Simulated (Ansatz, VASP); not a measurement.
# One calculation of Ti2OsC6, two programs

INCAR

```
  ALGO = Normal
  EDIFF = 1E-6
  EDIFFG = -0.01
  ENCUT = 600
  GGA = PE
  IBRION = 2
  ISIF = 3
  ISMEAR = 0
  LASPH = T
  LCHARG = F
  LREAL = F
  LWAVE = F
  NELM = 100
  NSW = 100
  PREC = Accurate
  SIGMA = 0.1
```

Contents of KPOINTS:

```
k-points
0
Gamma
  10 10 10
```

The input POSCAR:

```
Ti2OsC6
1.0
    0.0000000000      3.3519419768      3.3519419768
    3.3519419768      0.0000000000      3.3519419768
    3.3519419768      3.3519419768      0.0000000000
Ti Os C
2 1 6
Direct
    0.2500000000      0.2500000000      0.2500000000
    0.7500000000      0.7500000000      0.7500000000
    0.5000000000      0.5000000000      0.5000000000
    0.8143332272      0.1856667728      0.1856667728
    0.1856667728      0.8143332272      0.8143332272
    0.1856667728      0.8143332272      0.1856667728
    0.8143332272      0.1856667728      0.8143332272
    0.1856667728      0.1856667728      0.8143332272
    0.8143332272      0.8143332272      0.1856667728
```

Input for Ansatz:

```yaml
crystal:
  lattice:
    - [0.0, 3.3519419768, 3.3519419768]
    - [3.3519419768, 0.0, 3.3519419768]
    - [3.3519419768, 3.3519419768, 0.0]
  atoms:
    - { symbol: Ti, position: [0.25, 0.25, 0.25] }
    - { symbol: Ti, position: [0.75, 0.75, 0.75] }
    - { symbol: Os, position: [0.5, 0.5, 0.5] }
    - { symbol: C, position: [0.8143332272, 0.1856667728, 0.1856667728] }
    - { symbol: C, position: [0.1856667728, 0.8143332272, 0.8143332272] }
    - { symbol: C, position: [0.1856667728, 0.8143332272, 0.1856667728] }
    - { symbol: C, position: [0.8143332272, 0.1856667728, 0.8143332272] }
    - { symbol: C, position: [0.1856667728, 0.1856667728, 0.8143332272] }
    - { symbol: C, position: [0.8143332272, 0.8143332272, 0.1856667728] }
basis:
  ecutwfc: 420
kpoints:
  mp_grid: { grid: [10, 10, 10] }
hamiltonian:
  xc: pbe
scf:
  occupations: { method: gaussian, width: 0.1 }
output:
  forces: true
  stress: true
  eigenvalues: true
relax:
  adjacent_minimum: "off"
  f_tol: 0.01
  max_steps: 80
  cell: { stress_tol: 0.05 }
```

Alike in both runs: task relaxation of cell and atoms; functional PBE; k mesh 10 × 10 × 10; occupations gaussian, width 0.1 eV; no spin polarisation.

|  | VASP | Ansatz |
| --- | --- | --- |
| version | VASP 6.6.1 | Ansatz 0.2.0 |
| potentials or method | VASP PAW PBE potentials, release 64 (Ti_sv, Os, C), cutoff 600 eV | scalar-relativistic, plane waves, PAW |
| valence electrons in the cell | 56 | 64 |

|  | VASP | Ansatz | Ansatz less VASP |
| --- | --- | --- | --- |
| gap on the k mesh at the Fermi level, each at its own relaxed structure (eV) | none | none | - |
| relaxed volume (Å³/atom) | 8.41 | 8.38 | -0.032 |
| relaxed length of the cell vector where the two differ most in proportion (Å) | 4.748 | 4.742 | -0.0060 |

A gap of «none» marks a metal or a gap that the smearing closes. VASP's potentials hold 56 valence electrons a cell and Ansatz's 64, so a difference there can come from the potentials and not from the codes.

Neither program's run includes spin-orbit coupling.
